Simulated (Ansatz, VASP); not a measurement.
Al in VASP and in Ansatz

```xyz
1
Lattice="0.0000 2.0382 2.0382 2.0382 0.0000 2.0382 2.0382 2.0382 0.0000" Properties=species:S:1:pos:R:3 pbc="T T T"
Al    0.0000    0.0000    0.0000
```

Alike in both runs: task single point; functional LDA; k mesh 11 × 11 × 11; occupations fermi-dirac, width 0.05 eV; no spin polarisation.

```csv
,VASP,Ansatz
version,VASP 6.6.1,Ansatz 0.2.0
potentials or method,"VASP PAW LDA potentials, release 64 (Al)",JTH PAW LDA
plane-wave cutoff (eV),520,570
valence electrons in the cell,3,3
```

VASP gave:

- gap on the k mesh at the Fermi level (eV): none
- pressure (GPa): -4.9

Problem. What did Ansatz give for the same quantities?

Solution. gap on the k mesh at the Fermi level (eV): none; pressure (GPa): -5.0.

LDA's correlation is that of Perdew and Zunger in VASP and of Perdew and Wang (1992) in Ansatz. A gap of «none» marks a metal or a gap that the smearing closes.
